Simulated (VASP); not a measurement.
# LiF (Cc) in VASP: relaxation of cell and atoms with PBE

Aim: the relaxation of cell and atoms of LiF with PBE.

All numbers are computed with VASP 6.6.1; they aren't measurements. Logs are shortened: lines on timing, memory, paths and dates and some standing lists are left out, and cuts for length are marked.

## 1. The cell of the first run

The structure is monoclinic, space group Cc (No. 9). The conventional cell has a = 4.048 Å, b = 3.013 Å, c = 4.585 Å, α = 90.00°, β = 109.19°, γ = 90.00°. Within 2.4 Å of Li (site symmetry 1) lie 5 F at 1.81 to 1.82 Å. F (site symmetry 1) has 5 Li at 1.81 to 1.82 Å within 2.4 Å.

The cell was generated, and may not be a known phase.

## 2. Relaxation of cell and atoms, PBE

Contents of INCAR:

```
ALGO = Normal
EDIFF = 1E-7
EDIFFG = -0.04
ENCUT = 910
GGA = PE
GGA_COMPAT = F
IBRION = 2
ISIF = 3
ISMEAR = 0
LASPH = T
LCHARG = F
LREAL = F
LWAVE = F
NELM = 120
NELMIN = 4
NSW = 90
PREC = Accurate
SIGMA = 0.1
```

Contents of KPOINTS:

```
k-points
0
Gamma
  8 8 4
```

Contents of POSCAR:

```
LiF
1.0
    2.0240877500     -1.5062707300      0.0000000000
    2.0240877500      1.5062707300      0.0000000000
   -1.5071053100      0.0000000000      4.3302152900
Li F
2 2
Direct
    0.4901093500      0.8223851100      0.6464666700
    0.8223851100      0.4901093500      0.1464666700
    0.1776148900      0.5098906500      0.8535333300
    0.5098906500      0.1776148900      0.3535333300
```

Potentials or basis: VASP PAW PBE potentials, release 64 (Li_sv, F_h).

Command:

```sh
cat potpaw_PBE.64/Li_sv/POTCAR potpaw_PBE.64/F_h/POTCAR > POTCAR
mpirun -np 1 vasp_std > vasp.out
```

OUTCAR:

```text
EDIFF = 1E-7
   EDIFFG = -0.04
   ENCUT = 910
   GGA = PE
   IBRION = 2
   ISIF = 3
   ISMEAR = 0
   LASPH = T
   LREAL = F
   NELM = 120
   NELMIN = 4
   NSW = 90
   PREC = Accurate

 ion  position               nearest neighbor table
   1  0.490  0.822  0.646-   3 1.81   3 1.81   4 1.81   3 1.81   4 1.82   2 2.50   2 2.50   2 2.56
                             2 2.56
   2  0.822  0.490  0.146-   4 1.81   4 1.81   3 1.81   4 1.81   3 1.82   1 2.50   1 2.50   1 2.56
                             1 2.56
   3  0.178  0.510  0.854-   1 1.81   1 1.81   2 1.81   1 1.81   2 1.82
   4  0.510  0.178  0.354-   2 1.81   2 1.81   1 1.81   2 1.81   1 1.82

  LATTYP: Found a base centered monoclinic cell.
 ALAT       =     4.0481755000
 B/A-ratio  =     0.7441726427
 C/A-ratio  =     1.1326064632
 COS(beta)  =    -0.3287041841

  Lattice vectors:

 A1 = (   2.0240877500,  -1.5062707300,   0.0000000000)
 A2 = (   2.0240877500,   1.5062707300,   0.0000000000)
 A3 = (  -1.5071053100,   0.0000000000,   4.3302152900)

Analysis of symmetry for initial positions (statically):
=====================================================================
 Subroutine PRICEL returns:
 Original cell was already a primitive cell.

 Routine SETGRP: Setting up the symmetry group for a
 base centered monoclinic supercell.

 Subroutine GETGRP returns: Found  2 space group operations
 (whereof  1 operations were pure point group operations)
 out of a pool of  4 trial point group operations.

The static configuration has the point symmetry C_1 .
 The point group associated with its full space group is C_1h.

Analysis of symmetry for dynamics (positions and initial velocities):
=====================================================================
 Subroutine PRICEL returns:
 Original cell was already a primitive cell.

 Routine SETGRP: Setting up the symmetry group for a
 base centered monoclinic supercell.

 Subroutine GETGRP returns: Found  2 space group operations
 (whereof  1 operations were pure point group operations)
 out of a pool of  4 trial point group operations.

The dynamic configuration has the point symmetry C_1 .
 The point group associated with its full space group is C_1h.

 Subroutine INISYM returns: Found  2 space group operations
 (whereof  1 operations are pure point group operations),
 and found     1 'primitive' translations

----------------------------------------------------------------------------------------

                                     Primitive cell

  volume of cell :      26.4041

  direct lattice vectors                    reciprocal lattice vectors
     2.024087750 -1.506270730  0.000000000     0.247024863 -0.331945639  0.085975514
     2.024087750  1.506270730  0.000000000     0.247024863  0.331945639  0.085975514
    -1.507105310  0.000000000  4.330215290     0.000000000  0.000000000  0.230935400

  length of vectors
     2.523050283  2.523050283  4.584989735     0.422612091  0.422612091  0.230935400

  position of ions in fractional coordinates (direct lattice)
     0.490109350  0.822385110  0.646466670
     0.822385110  0.490109350  0.146466670
     0.177614890  0.509890650  0.853533330
     0.509890650  0.177614890  0.353533330

  ion indices of the primitive-cell ions
   primitive index   ion index
                 1           1
                 2           2
                 3           3
                 4           4

----------------------------------------------------------------------------------------

 KPOINTS: k-points

Automatic generation of k-mesh.
 Grid dimensions read from file:
 generate k-points for:    8    8    4

 Generating k-lattice:

  Cartesian coordinates                     Fractional coordinates (reciprocal lattice)
     0.030878108 -0.041493205  0.010746939     0.125000000  0.000000000  0.000000000
     0.030878108  0.041493205  0.010746939     0.000000000  0.125000000  0.000000000
     0.000000000  0.000000000  0.057733850     0.000000000  0.000000000  0.250000000

  Length of vectors
     0.052826511  0.052826511  0.057733850

  Shift w.r.t. Gamma in fractional coordinates (k-lattice)
     0.000000000  0.000000000  0.000000000

 Subroutine IBZKPT returns following result:
 ===========================================

 Found     78 irreducible k-points:

 Following reciprocal coordinates:
            Coordinates               Weight
  0.000000  0.000000  0.000000      1.000000
  0.125000  0.000000  0.000000      4.000000
  0.250000  0.000000  0.000000      4.000000
  0.375000  0.000000  0.000000      4.000000
  0.500000  0.000000  0.000000      2.000000
  0.125000  0.125000  0.000000      2.000000
[... 16 lines left out ...]
  0.125000  0.000000  0.250000      4.000000
  0.250000  0.000000  0.250000      4.000000
 [... further k-points ...]
   k-points           NKPTS =     78   k-points in BZ     NKDIM =     78   number of bands    NBANDS=     14
   number of dos      NEDOS =    301   number of ions     NIONS =      4
   total plane-waves  NPLWV =  37632
   dimension x,y,z NGX =    28 NGY =   28 NGZ =   48
   dimension x,y,z NGXF=    56 NGYF=   56 NGZF=   96
   ions per type =               2   2
   NGX,Y,Z   is equivalent  to a cutoff of  18.45, 18.45, 17.40 a.u.
   NGXF,Y,Z  is equivalent  to a cutoff of  36.90, 36.90, 34.81 a.u.
 SYSTEM =  unknown system
   PREC   = accura    normal or accurate (medium, high low for compatibility)
   ISTART =      0    job   : 0-new  1-cont  2-samecut
   ICHARG =      2    charge: 1-file 2-atom 10-const
   ISPIN  =      1    spin polarized calculation?
   LNONCOLLINEAR =      F non collinear calculations
   LSORBIT =      F    spin-orbit coupling
   LASPH  =      T    aspherical Exc in radial PAW
   ENCUT  =  910.0 eV  66.88 Ry    8.18 a.u.   6.21  6.21 11.28*2*pi/ulx,y,z
   NELM   =    120;   NELMIN=  4; NELMDL= -5     # of ELM steps
   EDIFF  = 0.1E-06   stopping-criterion for ELM
   LREAL  =      F    real-space projection
   EDIFFG = -.4E-01   stopping-criterion for IOM
   NSW    =     90    number of steps for IOM
   IBRION =      2    ionic relax: 0-MD 1-quasi-New 2-CG
   NFREE  =      1    steps in history (QN), initial steepest desc. (CG)
   ISIF   =      3    stress and relaxation
   ISYM   =      2    0-nonsym 1-usesym 2-fastsym
   POTIM  = 0.5000    time-step for ionic-motion
   TEBEG  =    0.0;   TEEND  =   0.0 temperature during run
   PSTRESS=    0.0 pullay stress
   NELECT =      20.0000    total number of electrons
   NUPDOWN=      -1.0000    fix difference up-down
   EMIN   =  10.00;   EMAX   =-10.00  energy-range for DOS
   EFERMI =   0.00;   METHOD = LEGACY
   ISMEAR =     0;   SIGMA  =   0.10  broadening in eV -4-tet -1-fermi 0-gaus
   EFERMI_NEDOS =   21; number of points for ismear=-14 and -15
   IALGO  =     38    algorithm
   IMIX   =      4    mixing-type and parameters
     AMIX     =   0.40;   BMIX     =  1.00
     AMIX_MAG =   1.60;   BMIX_MAG =  1.00
  volume/ion in A,a.u.               =       6.60        44.55
  Fermi-wavevector in a.u.,A,eV,Ry     =   1.492316  2.820069 30.300282  2.227008
  Thomas-Fermi vector in A             =   2.604860
   LORBIT       =      0    0 simple, 1 ext, 2 COOP (PROOUT), +10 PAW based schemes
   GGA     = PE    functional components
   LHFCALC =     F    Hartree Fock is set to
   AEXX    =    0.0000 exact exchange contribution
   IVDW    =     0    specifies the selected vdW correction
   LEPSILON=     F    determine dielectric tensor
   LRPA    =     F    only Hartree local field effects (RPA)
 conjugate gradient relaxation of ions
 non-spin polarized calculation
 Gauss-broadening in eV      SIGMA  =   0.10
  energy-cutoff  :      910.00
  volume of cell :       26.40
 maximum number of plane-waves:      1666
 NGX is ok and might be reduce to    28
   NGX = 13   NGY = 13   NGZ = 23

--------------------------------------- Ionic step        1  -------------------------------------------

 number of electron      19.9999998 magnetization

 Free energy of the ion-electron system (eV)
  ---------------------------------------------------
  ext. energy  EPLUGINS =         0.00000000
  ---------------------------------------------------
  free energy    TOTEN  =       -18.20448743 eV

  energy without entropy =      -18.20448743  energy(sigma->0) =      -18.20448743

------------------------ aborting loop because EDIFF is reached ----------------------------------------

  FORCE on cell =-STRESS in cart. coord.  units (eV):
  Direction    XX          YY          ZZ          XY          YZ          ZX
  --------------------------------------------------------------------------------------
  -------------------------------------------------------------------------------------
  Total        6.5155084      4.0011288      6.1557548      0.0000000      0.0000000      0.2063223
  in kB      395.3548161    242.7846697    373.5253115      0.0000000      0.0000000     12.5194379
  external PRESSURE =     337.2215991 kB  Pullay stress =       0.0000000 kB
[... 95 lines left out ...]
  FREE ENERGIE OF THE ION-ELECTRON SYSTEM (eV)
  ---------------------------------------------------
  free  energy   TOTEN  =       -18.8135545884 eV

  energy  without entropy=      -18.8135545884  energy(sigma->0) =      -18.81355459

 E-fermi :   0.4642     XC(G=0):  -9.9753

 val. band max:       -0.1001488223   @ k =   0.0000   0.0000   0.0000
 cond. band min:       8.5337688457   @ k =   0.0000   0.0000   0.0000
 fundamental gap:      8.6339176680
 Fermi energy:         0.4641960242

 k-point     1 :       0.0000    0.0000    0.0000
  band No.  band energies     occupation
      1     -41.3187      2.00000
      2     -41.2519      2.00000
      3     -20.4323      2.00000
      4     -20.0061      2.00000
      5      -3.0293      2.00000
      6      -0.8505      2.00000
      7      -0.7391      2.00000
      8      -0.4928      2.00000
      9      -0.2994      2.00000
     10      -0.1001      2.00000
     11       8.5338      0.00000
     12      10.4966      0.00000
     13      16.0821      0.00000
     14      18.6692      0.00000
[... 375 lines left out ...]
 k-point    24 :       0.2500    0.0000    0.2500
  band No.  band energies     occupation
      1     -41.2793      2.00000
      2     -41.2532      2.00000
      3     -20.1549      2.00000
      4     -19.9903      2.00000
      5      -2.3877      2.00000
      6      -1.9295      2.00000
      7      -1.7293      2.00000
      8      -1.0475      2.00000
      9      -0.6642      2.00000
     10      -0.3538      2.00000
     11      10.5724      0.00000
     12      11.6646      0.00000
     13      15.2399      0.00000
     14      17.7451      0.00000

 [... further k-points ...]

[... ionic steps 4 to 15 ...]

--------------------------------------- Ionic step       16  -------------------------------------------

 number of electron      19.9999996 magnetization

------------------------ aborting loop because EDIFF is reached ----------------------------------------

  FORCE on cell =-STRESS in cart. coord.  units (eV):
  Direction    XX          YY          ZZ          XY          YZ          ZX
  --------------------------------------------------------------------------------------
  -------------------------------------------------------------------------------------
  Total       -0.0134087      0.1322943     -0.1072000      0.0000000      0.0000000      0.0593739
  in kB       -0.6977908      6.8846428     -5.5787267      0.0000000      0.0000000      3.0898407
  external PRESSURE =       0.2027084 kB  Pullay stress =       0.0000000 kB
[... 61 lines left out ...]
  energy  without entropy=      -19.0344065709  energy(sigma->0) =      -19.03440657

--------------------------------------- Ionic step       18  -------------------------------------------

 number of electron      20.0000000 magnetization

 Free energy of the ion-electron system (eV)
  ---------------------------------------------------
  ext. energy  EPLUGINS =         0.00000000
  ---------------------------------------------------
  free energy    TOTEN  =       -19.03554573 eV

  energy without entropy =      -19.03554573  energy(sigma->0) =      -19.03554573

 E-fermi :   0.6674     XC(G=0): -10.2749

 val. band max:        0.2037864989   @ k =   0.0000   0.0000   0.0000
 cond. band min:       9.5219807323   @ k =   0.0000   0.0000   0.0000
 fundamental gap:      9.3181942333
 Fermi energy:         0.6673669430

 k-point     1 :       0.0000    0.0000    0.0000
  band No.  band energies     occupation
      1     -40.8783      2.00000
      2     -40.8042      2.00000
      3     -20.2301      2.00000
      4     -19.7638      2.00000
      5      -2.7907      2.00000
      6      -0.4291      2.00000
      7      -0.2093      2.00000
      8      -0.1939      2.00000
      9      -0.1324      2.00000
     10       0.2038      2.00000
     11       9.5220      0.00000
     12      10.9790      0.00000
     13      17.2834      0.00000
     14      18.6893      0.00000
[... 375 lines left out ...]
 k-point    24 :       0.2500    0.0000    0.2500
  band No.  band energies     occupation
      1     -40.8307      2.00000
      2     -40.8068      2.00000
      3     -19.8864      2.00000
      4     -19.7542      2.00000
      5      -2.0536      2.00000
      6      -1.6201      2.00000
      7      -1.5386      2.00000
      8      -0.7942      2.00000
      9      -0.4354      2.00000
     10      -0.1991      2.00000
     11      11.7975      0.00000
     12      12.5704      0.00000
     13      15.8512      0.00000
     14      19.0451      0.00000

 [... further k-points ...]

------------------------ aborting loop because EDIFF is reached ----------------------------------------

  FORCE on cell =-STRESS in cart. coord.  units (eV):
  Direction    XX          YY          ZZ          XY          YZ          ZX
  --------------------------------------------------------------------------------------
  -------------------------------------------------------------------------------------
  Total        0.0735143     -0.0431744      0.1135389      0.0000000      0.0000000     -0.0447936
  in kB        3.8267292     -2.2474070      5.9101774      0.0000000      0.0000000     -2.3316922
  external PRESSURE =       2.4964999 kB  Pullay stress =       0.0000000 kB
[... 19 lines left out ...]
  FREE ENERGIE OF THE ION-ELECTRON SYSTEM (eV)
  ---------------------------------------------------
  free  energy   TOTEN  =       -19.0355457294 eV

  energy  without entropy=      -19.0355457294  energy(sigma->0) =      -19.03554573

 reached required accuracy - stopping structural energy minimisation
```

It took 15 min on 1 thread of Intel Xeon Platinum 8175M at 2.50GHz (Skylake/Cascade Lake), shared host; peak memory 0.22 GiB.

What came out:

* Free energy: -19.0355 eV
* Relaxed volume: 7.69 Å³/atom
* Relaxed cell: a = 2.726 Å, b = 2.726 Å, c = 4.850 Å, α = 106.06°, β = 106.06°, γ = 64.64°
* Space group after relaxing (to 0.1 Å): C2/m (No. 12)
* Energy gained by relaxing: 207.8 meV/atom
* Ionic steps: 18
* Pressure after relaxing: 0.2 GPa
* Largest force after relaxing: 0.034 eV/Å
* Band gap on the k mesh: 9.32 eV

Forces on the atoms (eV/Å):
```
Li  -0.003  0.025  0.022
Li  -0.003 -0.025  0.022
F    0.003 -0.023 -0.022
F    0.003  0.023 -0.022
```

Stress tensor (GPa, compression positive):
```
 0.38  0.00 -0.23
 0.00 -0.22  0.00
-0.23  0.00  0.59
```

The path:
| step | energy change (eV) | largest force (eV/Å) | pressure (GPa) | volume (Å³) |
| --- | --- | --- | --- | --- |
| 1 | 0.0000 | 0.4416 | 33.72 | 26.40 |
| 2 | -0.6065 | 0.1993 | 0.97 | 32.07 |
| 3 | -0.6091 | 0.1881 | -1.19 | 32.57 |
| 4 | -0.6091 | 0.1910 | -0.62 | 32.44 |
| 5 | -0.6366 | 0.2017 | -0.63 | 32.38 |
| 6 | -0.6771 | 0.2272 | -1.18 | 32.16 |
| 7 | -0.6993 | 0.2238 | 0.26 | 31.68 |
| 8 | -0.7321 | 0.2779 | 4.74 | 30.24 |
| 9 | -0.7439 | 0.2759 | 4.09 | 30.30 |
| 10 | -0.7724 | 0.2703 | 2.22 | 30.46 |
| 11 | -0.7908 | 0.2396 | -0.98 | 30.77 |
| 12 | -0.7919 | 0.2504 | -0.30 | 30.69 |
| 13 | -0.8051 | 0.2136 | -0.18 | 30.69 |
| 14 | -0.8234 | 0.1193 | 0.39 | 30.69 |
| 15 | -0.8234 | 0.1154 | 0.43 | 30.69 |
| 16 | -0.8269 | 0.0905 | 0.02 | 30.79 |
| 17 | -0.8299 | 0.0429 | -0.86 | 31.00 |
| 18 | -0.8311 | 0.0340 | 0.25 | 30.78 |

Final structure:
```
Li F
1.0
     2.30374   -1.45767    0.02882
     2.30374    1.45767    0.02882
    -1.64443    0.00000    4.56223
Li F
2 2
Direct
  0.37870 0.86986 0.62374
  0.86986 0.37870 0.12374
  0.12291 0.62853 0.87626
  0.62853 0.12291 0.37626
```

Levels at points of the mesh, in eV from the valence-band top:
| k point | band 8 | band 9 | band 10 | band 11 | band 12 | band 13 |
| --- | --- | --- | --- | --- | --- | --- |
| (0.00, 0.00, 0.00) | -0.40 | -0.34 | 0.00 | 9.32 | 10.78 | 17.08 |
| (0.50, 0.00, 0.00) | -1.57 | -0.75 | -0.74 | 13.14 | 13.22 | 15.93 |
| (0.50, 0.50, 0.00) | -1.14 | -0.80 | -0.67 | 10.53 | 15.56 | 16.05 |
| (0.00, 0.00, 0.50) | -0.52 | -0.23 | -0.23 | 10.52 | 10.52 | 18.03 |
| (0.50, 0.00, 0.50) | -1.09 | -0.51 | -0.33 | 10.93 | 14.80 | 16.61 |
| (0.50, 0.50, 0.50) | -1.47 | -1.29 | -1.29 | 12.89 | 12.89 | 16.36 |

Caveat: the volume moved by over 15 % at a fixed basis, so the end points are rough.
